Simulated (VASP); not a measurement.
# Li (Fd-3m) in VASP: further runs

Runs on Li. Level: revPBE. Tasks: single point.

Everything below comes from runs of VASP 6.6.1. Logs are shortened: lines on timing, memory, paths and dates and some standing lists are left out, and cuts for length are marked.

## 1. The cell of the first run

The structure is cubic, space group Fd-3m (No. 227). Conventional cell: a = 6.098 Å, b = 6.098 Å, c = 6.098 Å, α = 90.00°, β = 90.00°, γ = 90.00°. Within 3.5 Å of Li (site symmetry -43m) lie 4 Li at 2.64 Å.

## 2. Single point, revPBE (volume scaled by 1.04)

INCAR

```
PREC = Accurate
ENCUT = 520
EDIFF = 1E-6
ISMEAR = -1
SIGMA = 0.1
LREAL = F
LASPH = T
NELM = 100
ALGO = Normal
ISIF = 2
LWAVE = F
LCHARG = F
GGA = RE
NBANDS = 10
```

KPOINTS

```
Automatic mesh
0
Gamma
  10 10 10
```

POSCAR

```
Li
1.0
    0.0000000000      3.0488236598      3.0488236598
    3.0488236598      0.0000000000      3.0488236598
    3.0488236598      3.0488236598      0.0000000000
Li
2
Direct
    0.1250000000      0.1250000000      0.1250000000
    0.8750000000      0.8750000000      0.8750000000
```

Potentials or basis: VASP PAW PBE potentials, release 64 (Li_sv).

Launch:

```bash
$ cat potpaw_PBE.64/Li_sv/POTCAR > POTCAR
$ mpirun -np 1 vasp_std > vasp.out
```

OUTCAR:

```text
PREC = Accurate
   ENCUT = 520
   EDIFF = 1E-6
   ISMEAR = -1
   LREAL = F
   LASPH = T
   NELM = 100
   ISIF = 2
   GGA = RE

 ion  position               nearest neighbor table
   1  0.125  0.125  0.125-
   2  0.875  0.875  0.875-

  LATTYP: Found a face centered cubic cell.
 ALAT       =     6.0976473196

  Lattice vectors:

 A1 = (   0.0000000000,   3.0488236598,   3.0488236598)
 A2 = (   3.0488236598,   0.0000000000,   3.0488236598)
 A3 = (   3.0488236598,   3.0488236598,   0.0000000000)

Analysis of symmetry for initial positions (statically):
=====================================================================
 Subroutine PRICEL returns:
 Original cell was already a primitive cell.

 Routine SETGRP: Setting up the symmetry group for a
 face centered cubic supercell.

 Subroutine GETGRP returns: Found 48 space group operations
 (whereof 12 operations were pure point group operations)
 out of a pool of 48 trial point group operations.

The static configuration has the point symmetry D_3d.
 The point group associated with its full space group is O_h .

Analysis of symmetry for dynamics (positions and initial velocities):
=====================================================================
 Subroutine PRICEL returns:
 Original cell was already a primitive cell.

 Routine SETGRP: Setting up the symmetry group for a
 face centered cubic supercell.

 Subroutine GETGRP returns: Found 48 space group operations
 (whereof 12 operations were pure point group operations)
 out of a pool of 48 trial point group operations.

The dynamic configuration has the point symmetry D_3d.
 The point group associated with its full space group is O_h .

 Subroutine INISYM returns: Found 48 space group operations
 (whereof 12 operations are pure point group operations),
 and found     1 'primitive' translations

----------------------------------------------------------------------------------------

                                     Primitive cell

  volume of cell :      56.6796

  direct lattice vectors                    reciprocal lattice vectors
     0.000000000  3.048823660  3.048823660    -0.163997678  0.163997678  0.163997678
     3.048823660  0.000000000  3.048823660     0.163997678 -0.163997678  0.163997678
     3.048823660  3.048823660  0.000000000     0.163997678  0.163997678 -0.163997678

  length of vectors
     4.311687769  4.311687769  4.311687769     0.284052310  0.284052310  0.284052310

  position of ions in fractional coordinates (direct lattice)
     0.125000000  0.125000000  0.125000000
     0.875000000  0.875000000  0.875000000

  ion indices of the primitive-cell ions
   primitive index   ion index
                 1           1
                 2           2

----------------------------------------------------------------------------------------

 KPOINTS: Automatic mesh

Automatic generation of k-mesh.
 Grid dimensions read from file:
 generate k-points for:   10   10   10

 Generating k-lattice:

  Cartesian coordinates                     Fractional coordinates (reciprocal lattice)
    -0.016399768  0.016399768  0.016399768     0.100000000  0.000000000  0.000000000
     0.016399768 -0.016399768  0.016399768     0.000000000  0.100000000  0.000000000
     0.016399768  0.016399768 -0.016399768     0.000000000  0.000000000  0.100000000

  Length of vectors
     0.028405231  0.028405231  0.028405231

  Shift w.r.t. Gamma in fractional coordinates (k-lattice)
     0.000000000  0.000000000  0.000000000

 Subroutine IBZKPT returns following result:
 ===========================================

 Found     47 irreducible k-points:

 Following reciprocal coordinates:
            Coordinates               Weight
  0.000000  0.000000  0.000000      1.000000
  0.100000  0.000000  0.000000      8.000000
  0.200000  0.000000  0.000000      8.000000
  0.300000  0.000000  0.000000      8.000000
  0.400000  0.000000  0.000000      8.000000
  0.500000  0.000000  0.000000      4.000000
[... 16 lines left out ...]
  0.300000  0.300000  0.000000      6.000000
  0.400000  0.300000  0.000000     24.000000
 [... further k-points ...]
   k-points           NKPTS =     47   k-points in BZ     NKDIM =     47   number of bands    NBANDS=     10
   number of dos      NEDOS =    301   number of ions     NIONS =      2
   total plane-waves  NPLWV =  32768
   dimension x,y,z NGX =    32 NGY =   32 NGZ =   32
   dimension x,y,z NGXF=    64 NGYF=   64 NGZF=   64
   ions per type =               2
   NGX,Y,Z   is equivalent  to a cutoff of  12.34, 12.34, 12.34 a.u.
   NGXF,Y,Z  is equivalent  to a cutoff of  24.68, 24.68, 24.68 a.u.
 SYSTEM =  unknown system
   PREC   = accura    normal or accurate (medium, high low for compatibility)
   ISTART =      0    job   : 0-new  1-cont  2-samecut
   ICHARG =      2    charge: 1-file 2-atom 10-const
   ISPIN  =      1    spin polarized calculation?
   LNONCOLLINEAR =      F non collinear calculations
   LSORBIT =      F    spin-orbit coupling
   LASPH  =      T    aspherical Exc in radial PAW
   ENCUT  =  520.0 eV  38.22 Ry    6.18 a.u.   8.02  8.02  8.02*2*pi/ulx,y,z
   NELM   =    100;   NELMIN=  2; NELMDL= -5     # of ELM steps
   EDIFF  = 0.1E-05   stopping-criterion for ELM
   LREAL  =      F    real-space projection
   EDIFFG = 0.1E-04   stopping-criterion for IOM
   NSW    =      0    number of steps for IOM
   IBRION =     -1    ionic relax: 0-MD 1-quasi-New 2-CG
   NFREE  =      0    steps in history (QN), initial steepest desc. (CG)
   ISIF   =      2    stress and relaxation
   ISYM   =      2    0-nonsym 1-usesym 2-fastsym
   POTIM  = 0.5000    time-step for ionic-motion
   TEBEG  =    0.0;   TEEND  =   0.0 temperature during run
   PSTRESS=    0.0 pullay stress
   NELECT =       6.0000    total number of electrons
   NUPDOWN=      -1.0000    fix difference up-down
   EMIN   =  10.00;   EMAX   =-10.00  energy-range for DOS
   EFERMI =   0.00;   METHOD = LEGACY
   ISMEAR =    -1;   SIGMA  =   0.10  broadening in eV -4-tet -1-fermi 0-gaus
   EFERMI_NEDOS =   21; number of points for ismear=-14 and -15
   IALGO  =     38    algorithm
   IMIX   =      4    mixing-type and parameters
     AMIX     =   0.40;   BMIX     =  1.00
     AMIX_MAG =   1.60;   BMIX_MAG =  1.00
  volume/ion in A,a.u.               =      28.34       191.25
  Fermi-wavevector in a.u.,A,eV,Ry     =   0.774431  1.463463  8.160012  0.599744
  Thomas-Fermi vector in A             =   1.876486
   LORBIT       =      0    0 simple, 1 ext, 2 COOP (PROOUT), +10 PAW based schemes
   GGA     = RE    functional components
   LHFCALC =     F    Hartree Fock is set to
   AEXX    =    0.0000 exact exchange contribution
   IVDW    =     0    specifies the selected vdW correction
   LEPSILON=     F    determine dielectric tensor
   LRPA    =     F    only Hartree local field effects (RPA)
 non-spin polarized calculation
  energy-cutoff  :      520.00
  volume of cell :       56.68
 maximum number of plane-waves:      1542
   NGX = 17   NGY = 17   NGZ = 17

 number of electron       5.9999982 magnetization

 Free energy of the ion-electron system (eV)
  ---------------------------------------------------
  ext. energy  EPLUGINS =         0.00000000
  ---------------------------------------------------
  free energy    TOTEN  =        -2.61452283 eV

  energy without entropy =       -2.58477951  energy(sigma->0) =       -2.59965117

 E-fermi :  -0.0345     XC(G=0):  -6.1900

 val. band max:       -0.0834596067   @ k =  -0.3000   0.4000   0.1000
 cond. band min:       0.0209548734   @ k =  -0.4000   0.2000   0.0000
 fundamental gap:      0.1044144801
 Fermi energy:        -0.0345344925

 k-point     1 :       0.0000    0.0000    0.0000
  band No.  band energies     occupation
      1     -47.9904      2.00000
      2     -47.9371      2.00000
      3      -3.2151      2.00000
      4       5.2729      0.00000
      5       5.2730      0.00000
      6       5.2730      0.00000
      7       6.3171      0.00000
      8       6.3172      0.00000
      9       6.3172      0.00000
     10      10.6312      0.00000

 k-point     2 :       0.1000    0.0000    0.0000
  band No.  band energies     occupation
      1     -47.9895      2.00000
      2     -47.9382      2.00000
      3      -3.1183      2.00000
      4       4.2810      0.00000
      5       4.9650      0.00000
      6       4.9651      0.00000
      7       6.7089      0.00000
      8       6.7089      0.00000
      9       7.1072      0.00000
     10       9.9233      0.00000

 k-point     3 :       0.2000    0.0000    0.0000
  band No.  band energies     occupation
      1     -47.9868      2.00000
      2     -47.9410      2.00000
      3      -2.8284      2.00000
      4       2.8832      0.00000
      5       4.5369      0.00000
      6       4.5370      0.00000
      7       7.1581      0.00000
      8       7.1581      0.00000
      9       7.9346      0.00000
     10       9.1976      0.00000

 k-point     4 :       0.3000    0.0000    0.0000
  band No.  band energies     occupation
      1     -47.9828      2.00000
      2     -47.9448      2.00000
      3      -2.3488      2.00000
      4       1.5412      0.00000
      5       4.2261      0.00000
      6       4.2261      0.00000
      7       7.0430      0.00000
      8       7.0430      0.00000
      9       8.4702      0.00000
     10       8.7001      0.00000
[... 222 lines left out ...]
 k-point    22 :      -0.2000    0.2000    0.0000
  band No.  band energies     occupation
      1     -47.9812      2.00000
      2     -47.9465      2.00000
      3      -2.1847      2.00000
      4       2.2312      0.00000
      5       2.2651      0.00000
      6       4.3343      0.00000
      7       6.9314      0.00000
      8       7.5465      0.00000
      9       8.7766      0.00000
     10       8.8506      0.00000

 k-point    23 :       0.3000    0.3000    0.0000
  band No.  band energies     occupation
      1     -47.9794      2.00000
      2     -47.9482      2.00000
      3      -2.0427      2.00000
      4       2.7310      0.00000
      5       2.7310      0.00000
      6       3.0337      0.00000
      7       5.5897      0.00000
      8       5.7144      0.00000
      9      10.2274      0.00000
     10      10.2274      0.00000

 k-point    24 :       0.4000    0.3000    0.0000
  band No.  band energies     occupation
      1     -47.9756      2.00000
      2     -47.9520      2.00000
      3      -1.5547      2.00000
      4       2.0219      0.00000
      5       2.3088      0.00000
      6       2.5403      0.00000
      7       5.4917      0.00000
      8       6.0286      0.00000
      9      10.4082      0.00000
     10      10.8467      0.00000

 [... further k-points ...]
[... 5 lines left out ...]
  --------------------------------------------------------------------------------------
  -------------------------------------------------------------------------------------
  Total       -0.0801323     -0.0801323     -0.0801323     -0.0000000      0.0000000     -0.0000000
  in kB       -2.2651217     -2.2651217     -2.2651217     -0.0000000      0.0000000     -0.0000000
  external PRESSURE =      -2.2651217 kB  Pullay stress =       0.0000000 kB

 VOLUME and BASIS-vectors are now :
 -----------------------------------------------------------------------------
  energy-cutoff  :      520.00
  volume of cell :       56.68
      direct lattice vectors                 reciprocal lattice vectors
     0.000000000  3.048823660  3.048823660    -0.163997678  0.163997678  0.163997678
     3.048823660  0.000000000  3.048823660     0.163997678 -0.163997678  0.163997678
     3.048823660  3.048823660  0.000000000     0.163997678  0.163997678 -0.163997678

 POSITION                                       TOTAL-FORCE (eV/Angst)
 -----------------------------------------------------------------------------------
      0.76221      0.76221      0.76221         0.000000      0.000000      0.000000
      5.33544      5.33544      5.33544        -0.000000     -0.000000     -0.000000
 -----------------------------------------------------------------------------------
    total drift:                                0.000000      0.000000      0.000000

  FREE ENERGIE OF THE ION-ELECTRON SYSTEM (eV)
  ---------------------------------------------------
  free  energy   TOTEN  =        -2.6145228327 eV

  energy  without entropy=       -2.5847795077  energy(sigma->0) =       -2.59965117
```

It took 12 s on 1 thread of Intel Xeon Platinum 8259CL at 2.50GHz (Skylake/Cascade Lake), shared host; peak memory 0.16 GiB.

Results:

- Free energy: -2.6145 eV
- Band gap on the k mesh: zero (band 3 reaches 0.49 eV, above the bottom of band 4 at -0.42 eV)

Caveat: the cutoff is under 1.25 times the usual one of these potentials, so pressure, stress and relaxed cells hold a basis-set (Pulay) error; the PAW data sets were made with another functional, which shifts forces and pressure a little.

## 3. Single point, revPBE (volume scaled by 1.08)

INCAR

```
PREC = Accurate ; ENCUT = 520
EDIFF = 1E-6 ; ISMEAR = -1
SIGMA = 0.1 ; LREAL = False
LASPH = True ; NELM = 60
ALGO = Normal ; ISIF = 2
LWAVE = False ; LCHARG = False
GGA = RE ; NBANDS = 10
```

KPOINTS

```
regular mesh
0
Gamma
  10 10 10
```

POSCAR

```
Li
1.0
    0.0000000000      3.0874204617      3.0874204617
    3.0874204617      0.0000000000      3.0874204617
    3.0874204617      3.0874204617      0.0000000000
Li
2
Direct
    0.1250000000      0.1250000000      0.1250000000
    0.8750000000      0.8750000000      0.8750000000
```

Potentials or basis: VASP PAW PBE potentials, release 64 (Li_sv).

Launch:

```bash
$ cat potpaw_PBE.64/Li_sv/POTCAR > POTCAR
$ mpirun -np 1 vasp_std > vasp.out
```

Run time: 11 s. Hardware: 1 thread of Intel Xeon Platinum 8259CL at 2.50GHz (Skylake/Cascade Lake), shared host; peak memory 0.16 GiB.

The run converged. Its results:

| Property | Result |
| --- | --- |
| Free energy | -2.6114 eV |
| Band gap on the k mesh | zero (band 3 reaches 0.40 eV, above the bottom of band 4 at -0.54 eV) |

Levels at points of the mesh, in eV from the Fermi level:
| k point | band 1 | band 2 | band 3 | band 4 | band 5 | band 6 | band 7 |
| --- | --- | --- | --- | --- | --- | --- | --- |
| (0.00, 0.00, 0.00) | -47.96 | -47.92 | -3.11 | 5.18 | 5.18 | 5.18 | 6.22 |
| (0.50, 0.00, 0.00) | -47.95 | -47.93 | -1.02 | -0.41 | 3.94 | 3.94 | 6.52 |
| (0.50, 0.50, 0.00) | -47.94 | -47.94 | 0.10 | 0.10 | 2.14 | 2.14 | 5.14 |

Caveat: the cutoff is under 1.25 times the usual one of these potentials, so pressure, stress and relaxed cells hold a basis-set (Pulay) error; the PAW data sets were made with another functional, which shifts forces and pressure a little.

## 4. Single point, revPBE (volume scaled by 1.12)

INCAR

```
  ALGO = Normal
  EDIFF = 1E-6
  ENCUT = 520
  GGA = RE
  ISIF = 2
  ISMEAR = -1
  LASPH = T
  LCHARG = F
  LREAL = F
  LWAVE = F
  NBANDS = 10
  NELM = 80
  PREC = Accurate
  SIGMA = 0.1
```

KPOINTS

```
k-points
0
Gamma
  10 10 10
```

POSCAR

```
Li
1.0
    0.0000000000      3.1250756419      3.1250756419
    3.1250756419      0.0000000000      3.1250756419
    3.1250756419      3.1250756419      0.0000000000
Li
2
Direct
    0.1250000000      0.1250000000      0.1250000000
    0.8750000000      0.8750000000      0.8750000000
```

Launch:

```bash
$ cat potpaw_PBE.64/Li_sv/POTCAR > POTCAR
$ mpirun -np 1 vasp_std > vasp.out
```

It took 18 s on 1 thread of Intel Xeon Platinum 8259CL at 2.50GHz (Skylake/Cascade Lake), shared host; peak memory 0.19 GiB.

The run converged. Its results:

- Free energy: -2.6063 eV
- Band gap on the k mesh: zero (band 3 reaches 0.31 eV, above the bottom of band 4 at -0.65 eV)

Levels at points of the mesh, in eV from the Fermi level:
| k point | band 1 | band 2 | band 3 | band 4 | band 5 | band 6 | band 7 | band 8 |
| --- | --- | --- | --- | --- | --- | --- | --- | --- |
| (0.00, 0.00, 0.00) | -47.97 | -47.93 | -3.05 | 5.06 | 5.06 | 5.06 | 6.09 | 6.09 |
| (0.50, 0.00, 0.00) | -47.96 | -47.94 | -0.97 | -0.43 | 3.86 | 3.86 | 6.39 | 6.39 |
| (0.50, 0.50, 0.00) | -47.95 | -47.95 | 0.09 | 0.09 | 2.11 | 2.11 | 5.01 | 5.01 |

Caveat: the cutoff is under 1.25 times the usual one of these potentials, so pressure, stress and relaxed cells hold a basis-set (Pulay) error; the PAW data sets were made with another functional, which shifts forces and pressure a little.

(Continued in part 2 of 2.)
